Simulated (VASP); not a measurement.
# Rh (Fm-3m) in VASP: notebook

Runs on Rh. Level: PBEsol. Tasks: single point.

All numbers are computed with VASP 6.6.1; they aren't measurements. Logs are shortened: lines on timing, memory, paths and dates and some standing lists are left out, and cuts for length are marked.

## Step 1: The cell of the first run

Symmetry: Fm-3m, No. 225, cubic system. The conventional cell has a = 3.780 Å, b = 3.780 Å, c = 3.780 Å, α = 90.00°, β = 90.00°, γ = 90.00°. Within 3.5 Å of Rh (site symmetry m-3m) lie 12 Rh at 2.67 Å.

## Step 2: Single point, PBEsol, collinear spin, ferromagnetic start

INCAR reads:

```
  PREC = Accurate
  ENCUT = 520
  EDIFF = 1E-7
  ISMEAR = -1
  SIGMA = 0.05
  LREAL = F
  LASPH = T
  NELM = 150
  ALGO = Normal
  ISIF = 2
  LWAVE = F
  LCHARG = F
  ISPIN = 2
  MAGMOM = 1
  LORBIT = 11
  LMAXMIX = 4
  GGA = PS
  NBANDS = 18
```

KPOINTS reads:

```
regular mesh
0
Gamma
  14 14 14
```

POSCAR reads:

```
Rh
1.0
    0.0000000000      1.8901325671      1.8901325671
    1.8901325671      0.0000000000      1.8901325671
    1.8901325671      1.8901325671      0.0000000000
Rh
1
Direct
    0.0000000000      0.0000000000      0.0000000000
```

Potentials or basis: VASP PAW PBE potentials, release 64 (Rh_pv).

On the command line:

```sh
> cat potpaw_PBE.64/Rh_pv/POTCAR > POTCAR
> mpirun -np 1 vasp_std > vasp.out
```

OUTCAR:

```text
PREC = Accurate
   ENCUT = 520
   EDIFF = 1E-7
   ISMEAR = -1
   LREAL = F
   LASPH = T
   NELM = 150
   ISIF = 2
   ISPIN = 2
   LORBIT = 11
   GGA = PS

 ion  position               nearest neighbor table
   1  0.000  0.000  0.000-

  LATTYP: Found a face centered cubic cell.
 ALAT       =     3.7802651342

  Lattice vectors:

 A1 = (   0.0000000000,   1.8901325671,   1.8901325671)
 A2 = (   1.8901325671,   0.0000000000,   1.8901325671)
 A3 = (   1.8901325671,   1.8901325671,   0.0000000000)

Analysis of symmetry for initial positions (statically):
=====================================================================
 Subroutine PRICEL returns:
 Original cell was already a primitive cell.

 Routine SETGRP: Setting up the symmetry group for a
 face centered cubic supercell.

 Subroutine GETGRP returns: Found 48 space group operations
 (whereof 48 operations were pure point group operations)
 out of a pool of 48 trial point group operations.

The static configuration has the point symmetry O_h .

Analysis of symmetry for dynamics (positions and initial velocities):
=====================================================================
 Subroutine PRICEL returns:
 Original cell was already a primitive cell.

 Routine SETGRP: Setting up the symmetry group for a
 face centered cubic supercell.

 Subroutine GETGRP returns: Found 48 space group operations
 (whereof 48 operations were pure point group operations)
 out of a pool of 48 trial point group operations.

The dynamic configuration has the point symmetry O_h .

Analysis of structural, dynamic, and magnetic symmetry:
=====================================================================
 Subroutine PRICEL returns:
 Original cell was already a primitive cell.

 Routine SETGRP: Setting up the symmetry group for a
 face centered cubic supercell.

 Subroutine GETGRP returns: Found 48 space group operations
 (whereof 48 operations were pure point group operations)
 out of a pool of 48 trial point group operations.

The overall configuration has the point symmetry O_h .

 Subroutine INISYM returns: Found 48 space group operations
 (whereof 48 operations are pure point group operations),
 and found     1 'primitive' translations

----------------------------------------------------------------------------------------

                                     Primitive cell

  volume of cell :      13.5054

  direct lattice vectors                    reciprocal lattice vectors
     0.000000000  1.890132567  1.890132567    -0.264531710  0.264531710  0.264531710
[... 99 lines left out ...]
   ISMEAR =    -1;   SIGMA  =   0.05  broadening in eV -4-tet -1-fermi 0-gaus
   EFERMI_NEDOS =   21; number of points for ismear=-14 and -15
   IALGO  =     38    algorithm
   IMIX   =      4    mixing-type and parameters
     AMIX     =   0.40;   BMIX     =  1.00
     AMIX_MAG =   1.60;   BMIX_MAG =  1.00
  volume/ion in A,a.u.               =      13.51        91.14
  Fermi-wavevector in a.u.,A,eV,Ry     =   1.695390  3.203823 39.107875  2.874348
  Thomas-Fermi vector in A             =   2.776443
   LORBIT       =     11    0 simple, 1 ext, 2 COOP (PROOUT), +10 PAW based schemes
   GGA     = PS    functional components
   LHFCALC =     F    Hartree Fock is set to
   AEXX    =    0.0000 exact exchange contribution
   IVDW    =     0    specifies the selected vdW correction
   LEPSILON=     F    determine dielectric tensor
   LRPA    =     F    only Hartree local field effects (RPA)
 spin polarized calculation
  energy-cutoff  :      520.00
  volume of cell :       13.51
 maximum number of plane-waves:       378
   NGX =  9   NGY =  9   NGZ =  9

 number of electron      15.0000007 magnetization      -0.0030972

 number of electron      15.0000007 magnetization       0.0002493

 Free energy of the ion-electron system (eV)
  ---------------------------------------------------
  ext. energy  EPLUGINS =         0.00000000
  ---------------------------------------------------
  free energy    TOTEN  =        -8.14246432 eV

  energy without entropy =       -8.13248965  energy(sigma->0) =       -8.13747698

 E-fermi :  12.0647     XC(G=0): -14.3325

 val. band max:       12.0484913466   @ k =  -0.2857   0.3571   0.0714
 cond. band min:      12.0652180980   @ k =   0.3571   0.0714   0.0000
 fundamental gap:      0.0167267515
 Fermi energy:        12.0646647346

 spin component 1

 k-point     1 :       0.0000    0.0000    0.0000
  band No.  band energies     occupation
      1     -34.2712      1.00000
      2     -34.2712      1.00000
      3     -34.2712      1.00000
      4       3.8983      1.00000
      5       8.9086      1.00000
      6       8.9086      1.00000
[... 493 lines left out ...]
     17      41.8659      0.00000
     18      45.4068      0.00000

 [... further k-points ...]

 spin component 2

 k-point     1 :       0.0000    0.0000    0.0000
  band No.  band energies     occupation
      1     -34.2710      1.00000
      2     -34.2710      1.00000
      3     -34.2710      1.00000
      4       3.8984      1.00000
      5       8.9087      1.00000
      6       8.9087      1.00000
[... 493 lines left out ...]
     17      41.8659      0.00000
     18      45.4069      0.00000

 [... further k-points ...]

------------------------ aborting loop because EDIFF is reached ----------------------------------------

  FORCE on cell =-STRESS in cart. coord.  units (eV):
  Direction    XX          YY          ZZ          XY          YZ          ZX
  --------------------------------------------------------------------------------------
  -------------------------------------------------------------------------------------
  Total       -0.0083741     -0.0083741     -0.0083741      0.0000000     -0.0000000      0.0000000
  in kB       -0.9934435     -0.9934435     -0.9934435      0.0000000     -0.0000000      0.0000000
  external PRESSURE =      -0.9934435 kB  Pullay stress =       0.0000000 kB

 VOLUME and BASIS-vectors are now :
 -----------------------------------------------------------------------------
  energy-cutoff  :      520.00
  volume of cell :       13.51
      direct lattice vectors                 reciprocal lattice vectors
     0.000000000  1.890132567  1.890132567    -0.264531710  0.264531710  0.264531710
     1.890132567  0.000000000  1.890132567     0.264531710 -0.264531710  0.264531710
     1.890132567  1.890132567  0.000000000     0.264531710  0.264531710 -0.264531710

 POSITION                                       TOTAL-FORCE (eV/Angst)
 -----------------------------------------------------------------------------------
      0.00000      0.00000      0.00000        -0.000000      0.000000     -0.000000
 -----------------------------------------------------------------------------------
    total drift:                               -0.000000     -0.000000     -0.000000

  FREE ENERGIE OF THE ION-ELECTRON SYSTEM (eV)
  ---------------------------------------------------
  free  energy   TOTEN  =        -8.1424643152 eV

  energy  without entropy=       -8.1324896547  energy(sigma->0) =       -8.13747698

 total charge

# of ion       s       p       d       tot
------------------------------------------
    1        0.415   6.315   7.078  13.809

 magnetization (x)

# of ion       s       p       d       tot
------------------------------------------
    1       -0.000  -0.000   0.000   0.000
```

Run time: 57 s. Hardware: 1 thread of AMD EPYC 7R43 (Zen 3), shared host; peak memory 0.12 GiB.

Results:

| Item | Value |
| --- | --- |
| Free energy | -8.1425 eV |
| Pressure | -0.1 GPa |
| Net moment | 0.00 μB per cell |
| Valence electrons inside the program's atomic spheres | Rh 13.81 |

Caveat: the PAW data sets were made with another functional, which shifts forces and pressure a little.

[end of part 1 of 2]
